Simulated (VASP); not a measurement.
# ZnF2 (P4_2/mnm) in VASP: vibrations by perturbation theory with LDA

Aim: the vibrations by perturbation theory of ZnF2 with LDA.

All numbers are computed with VASP 6.6.1; they aren't measurements. Logs are shortened: lines on timing, memory, paths and dates and some standing lists are left out, and cuts for length are marked.

## 1. The cell of the first run

The structure is tetragonal, space group P4_2/mnm (No. 136). Conventional cell: a = 4.631 Å, b = 4.631 Å, c = 3.088 Å, α = 90.00°, β = 90.00°, γ = 90.00°. Within 2.6 Å of Zn (site symmetry mmm) lie 6 F at 1.99 to 2.01 Å. F (site symmetry m2m) has 3 Zn at 1.99 to 2.01 Å and 1 F at 2.58 Å within 2.6 Å.

## 2. Vibrations by perturbation theory, LDA

Contents of INCAR:

```
SYSTEM = ZnF2
PREC = Accurate
ENCUT = 600
EDIFF = 1E-8
ISMEAR = 0
SIGMA = 0.01
LREAL = .FALSE.
LASPH = .TRUE.
NELM = 120
ALGO = Normal
ISIF = 2
LWAVE = .FALSE.
LCHARG = .FALSE.
IBRION = 8
NSW = 1
GGA_COMPAT = .FALSE.
```

Contents of KPOINTS:

```
regular mesh
0
G
  4 4 6
  0 0 0
```

Contents of POSCAR:

```
ZnF2
1.0
    4.6306694147      0.0000000000      0.0000000000
    0.0000000000      4.6306694147      0.0000000000
    0.0000000000      0.0000000000      3.0879796284
Zn F
2 4
Direct
    0.0000000000      0.0000000000      0.0000000000
    0.5000000000      0.5000000000      0.5000000000
    0.3032744591      0.3032744591      0.0000000000
    0.1967255409      0.8032744591      0.5000000000
    0.6967255409      0.6967255409      0.0000000000
    0.8032744591      0.1967255409      0.5000000000
```

Potentials or basis: VASP PAW LDA potentials, release 64 (Zn, F).

Started as:

```sh
cat potpaw_LDA.64/Zn/POTCAR potpaw_LDA.64/F/POTCAR > POTCAR
mpirun -np 1 vasp_std > vasp.out
```

OUTCAR:

```text
SYSTEM = ZnF2
   PREC = Accurate
   ENCUT = 600
   EDIFF = 1E-8
   ISMEAR = 0
   LREAL = .FALSE.
   LASPH = .TRUE.
   NELM = 120
   ISIF = 2
   IBRION = 8
   NSW = 1

 ion  position               nearest neighbor table
   1  0.000  0.000  0.000-   3 1.99   5 1.99   4 2.01   6 2.01   4 2.01   6 2.01
   2  0.500  0.500  0.500-   4 1.99   6 1.99   5 2.01   3 2.01   3 2.01   5 2.01
   3  0.303  0.303  0.000-   1 1.99   2 2.01   2 2.01
   4  0.197  0.803  0.500-   2 1.99   1 2.01   1 2.01
   5  0.697  0.697  0.000-   1 1.99   2 2.01   2 2.01
   6  0.803  0.197  0.500-   2 1.99   1 2.01   1 2.01

  LATTYP: Found a simple tetragonal cell.
 ALAT       =     4.6306694147
 C/A-ratio  =     0.6668538286

  Lattice vectors:

 A1 = (   4.6306694147,   0.0000000000,   0.0000000000)
 A2 = (   0.0000000000,   4.6306694147,   0.0000000000)
 A3 = (   0.0000000000,   0.0000000000,   3.0879796284)

Analysis of symmetry for initial positions (statically):
=====================================================================
 Subroutine PRICEL returns:
 Original cell was already a primitive cell.

 Routine SETGRP: Setting up the symmetry group for a
 simple tetragonal supercell.

 Subroutine GETGRP returns: Found 16 space group operations
 (whereof  8 operations were pure point group operations)
 out of a pool of 16 trial point group operations.

The static configuration has the point symmetry D_2h.
 The point group associated with its full space group is D_4h.

Analysis of symmetry for dynamics (positions and initial velocities):
=====================================================================
 Subroutine PRICEL returns:
 Original cell was already a primitive cell.

 Routine SETGRP: Setting up the symmetry group for a
 simple tetragonal supercell.

 Subroutine GETGRP returns: Found 16 space group operations
 (whereof  8 operations were pure point group operations)
 out of a pool of 16 trial point group operations.

The dynamic configuration has the point symmetry D_2h.
 The point group associated with its full space group is D_4h.

 Subroutine INISYM returns: Found 16 space group operations
 (whereof  8 operations are pure point group operations),
 and found     1 'primitive' translations

----------------------------------------------------------------------------------------

                                     Primitive cell

  volume of cell :      66.2159

[... 985 lines left out ...]
     0.000000000  4.630669415  0.000000000     0.000000000  0.215951499  0.000000000
     0.000000000  0.000000000  3.087979628     0.000000000  0.000000000  0.323836333

 POSITION                                       TOTAL-FORCE (eV/Angst)
 -----------------------------------------------------------------------------------
      0.00000      0.00000      0.00000         0.000000      0.000000      0.000000
      2.31533      2.31533      1.54399         0.000000      0.000000      0.000000
      1.40436      1.40436      0.00000        -0.008979     -0.008979     -0.000000
      0.91097      3.71970      1.54399         0.008979     -0.008979      0.000000
      3.22631      3.22631      0.00000         0.008979      0.008979      0.000000
      3.71970      0.91097      1.54399        -0.008979      0.008979      0.000000
 -----------------------------------------------------------------------------------
    total drift:                                0.000000      0.000000     -0.000000

  FREE ENERGIE OF THE ION-ELECTRON SYSTEM (eV)
  ---------------------------------------------------
  free  energy   TOTEN  =       -27.0424845181 eV

  energy  without entropy=      -27.0424845181  energy(sigma->0) =      -27.04248452

[... ionic steps 2 to 9 ...]

--------------------------------------- Ionic step       10  -------------------------------------------

------------------------ aborting loop because EDIFF is reached ----------------------------------------

[... ionic steps 11 to 11 ...]

--------------------------------------- Ionic step       12  -------------------------------------------

 Free energy of the ion-electron system (eV)
  ---------------------------------------------------
  ---------------------------------------------------
  free energy    TOTEN  =        -0.51865817 eV

  energy without entropy =       -0.51865817

------------------------ aborting loop because EDIFF is reached ----------------------------------------

 INTERNAL STRAIN TENSOR  FOR ION    3  DIRECTION 3   (eV/Angst):
 -----------------------------------------------------------------------------
    -0.00519  0.01221  2.53139
     0.01221 -0.00519  2.53139
     2.19789  2.19789 -0.00839

 INTERNAL STRAIN TENSOR FOR ION    6 for displacements in x,y,z  (eV/Angst):
          X           Y           Z          XY          YZ          ZX
  --------------------------------------------------------------------------------
  x     0.75147     0.29014     2.57567     1.31935     0.00000     0.00000
  y    -0.29014    -0.75147    -2.57567    -1.31975     0.00000     0.00000
  z     0.00000     0.00000     0.00000     0.00000    -2.19789     2.53139

 SECOND DERIVATIVES (NOT SYMMETRIZED)
 ------------------------------------
               1X          1Y          1Z          2X          2Y          2Z          3X          3Y          3Z          4X          4Y          4Z          5X          5Y          5Z          6X          6Y          6Z
  1X   -11.279919   -0.854014    0.000000    4.129417   -0.007542    0.000000    1.719461    2.211614    0.000000    1.855790   -1.780836    0.000000    1.719461    2.211614    0.000000    1.855790   -1.780836    0.000000
  1Y    -0.854014  -11.279919    0.000000   -0.007542    4.129417    0.000000    2.211614    1.719461    0.000000   -1.780836    1.855790    0.000000    2.211614    1.719461    0.000000   -1.780836    1.855790    0.000000
  1Z     0.000000    0.000000   -9.315951    0.000000    0.000000    0.130155    0.000000    0.000000   -0.123774    0.000000    0.000000    4.716672    0.000000    0.000000   -0.123774    0.000000    0.000000    4.716672
  2X     4.129417    0.007542    0.000000  -11.279919    0.854014    0.000000    1.855790    1.780836    0.000000    1.719461   -2.211614    0.000000    1.855790    1.780836    0.000000    1.719461   -2.211614    0.000000
  2Y     0.007542    4.129417    0.000000    0.854014  -11.279919    0.000000    1.780836    1.855790    0.000000   -2.211614    1.719461    0.000000    1.780836    1.855790    0.000000   -2.211614    1.719461    0.000000
  2Z     0.000000    0.000000    0.130155    0.000000    0.000000   -9.315951    0.000000    0.000000    4.716672    0.000000    0.000000   -0.123774    0.000000    0.000000    4.716672    0.000000    0.000000   -0.123774
  3X     1.726872    2.221947    0.000000    1.851808    1.802621    0.000000   -7.219596   -5.201282    0.000000   -0.621641    0.857635    0.000000    1.210443    1.185596    0.000000    3.052113   -0.866517    0.000000
  3Y     2.221947    1.726872    0.000000    1.802621    1.851808    0.000000   -5.201282   -7.219596    0.000000   -0.866517    3.052113    0.000000    1.185596    1.210443    0.000000    0.857635   -0.621641    0.000000
  3Z     0.000000    0.000000   -0.133577    0.000000    0.000000    4.719745    0.000000    0.000000   -5.694650    0.000000    0.000000    0.985054    0.000000    0.000000   -0.861625    0.000000    0.000000    0.985054
  4X     1.851808   -1.802621    0.000000    1.726872   -2.221947    0.000000   -0.621641   -0.857635    0.000000   -7.219596    5.201282    0.000000    3.052113    0.866517    0.000000    1.210443   -1.185596    0.000000
  4Y    -1.802621    1.851808    0.000000   -2.221947    1.726872    0.000000    0.866517    3.052113    0.000000    5.201282   -7.219596    0.000000   -0.857635   -0.621641    0.000000   -1.185596    1.210443    0.000000
  4Z     0.000000    0.000000    4.719745    0.000000    0.000000   -0.133577    0.000000    0.000000    0.985054    0.000000    0.000000   -5.694650    0.000000    0.000000    0.985054    0.000000    0.000000   -0.861625
  5X     1.726872    2.221947    0.000000    1.851808    1.802621    0.000000    1.210443    1.185596    0.000000    3.052113   -0.866517    0.000000   -7.219596   -5.201282    0.000000   -0.621641    0.857635    0.000000
  5Y     2.221947    1.726872    0.000000    1.802621    1.851808    0.000000    1.185596    1.210443    0.000000    0.857635   -0.621641    0.000000   -5.201282   -7.219596    0.000000   -0.866517    3.052113    0.000000
  5Z     0.000000    0.000000   -0.133577    0.000000    0.000000    4.719745    0.000000    0.000000   -0.861625    0.000000    0.000000    0.985054    0.000000    0.000000   -5.694650    0.000000    0.000000    0.985054
  6X     1.851808   -1.802621    0.000000    1.726872   -2.221947    0.000000    3.052113    0.866517    0.000000    1.210443   -1.185596    0.000000   -0.621641   -0.857635    0.000000   -7.219596    5.201282    0.000000
  6Y    -1.802621    1.851808    0.000000   -2.221947    1.726872    0.000000   -0.857635   -0.621641    0.000000   -1.185596    1.210443    0.000000    0.866517    3.052113    0.000000    5.201282   -7.219596    0.000000
  6Z     0.000000    0.000000    4.719745    0.000000    0.000000   -0.133577    0.000000    0.000000    0.985054    0.000000    0.000000   -0.861625    0.000000    0.000000    0.985054    0.000000    0.000000   -5.694650

 Eigenvectors and eigenvalues of the dynamical matrix
 ----------------------------------------------------

   1 f  =   16.126190 THz   101.323838 2PiTHz  537.911787 cm-1    66.692532 meV
             X         Y         Z           dx          dy          dz
      0.000000  0.000000  0.000000     0.000000    0.000000   -0.000000
      2.315335  2.315335  1.543990    -0.000000    0.000000   -0.000000
      1.404364  1.404364  0.000000     0.353553    0.353553    0.000000
      0.910971  3.719698  1.543990     0.353553   -0.353553   -0.000000
      3.226306  3.226306  0.000000    -0.353553   -0.353553    0.000000
      3.719698  0.910971  1.543990    -0.353553    0.353553   -0.000000
[... 145 lines left out ...]
  18 f/i=    0.006177 THz     0.038810 2PiTHz    0.206036 cm-1     0.025545 meV
             X         Y         Z           dx          dy          dz
      0.000000  0.000000  0.000000    -0.454181   -0.331103    0.000000
      2.315335  2.315335  1.543990    -0.454300   -0.331265    0.000000
      1.404364  1.404364  0.000000    -0.244844   -0.178365    0.000000
      0.910971  3.719698  1.543990    -0.245311   -0.179005    0.000000
      3.226306  3.226306  0.000000    -0.244844   -0.178365    0.000000
      3.719698  0.910971  1.543990    -0.245311   -0.179005    0.000000

--------------------------------------------------------------------------------------------------------

 ELASTIC MODULI CONTR FROM IONIC RELAXATION (kBar)
 Direction    XX          YY          ZZ          XY          YZ          ZX
 --------------------------------------------------------------------------------
 XX        -115.6601    104.5117    -27.5676     -0.0000      0.0000      0.0000
 YY         104.5117   -115.6601    -27.5676      0.0000     -0.0000     -0.0000
 ZZ         -27.5676    -27.5676   -136.3373     -0.0000      0.0000      0.0000
 XY          -0.0000      0.0000     -0.0000    -16.6733     -0.0000     -0.0000
 YZ           0.0000     -0.0000      0.0000     -0.0000    -96.7393      0.0000
 ZX           0.0000     -0.0000      0.0000     -0.0000      0.0000   -128.3237
 --------------------------------------------------------------------------------
```

Run time: 3.3 min. Hardware: 1 thread of Intel Xeon 6975P-C (Granite Rapids), shared host; peak memory 0.45 GiB.

What came out:

- Highest phonon frequency at Γ, LO-TO splitting left out: 538 cm⁻¹

Phonon frequencies in cm⁻¹ (negative: imaginary):
```
              q point                                                       frequencies
(0.000, 0.000, 0.000)  0 0 0 37 116 159 159 239 255 255 263 263 322 367 384 419 419 538
```
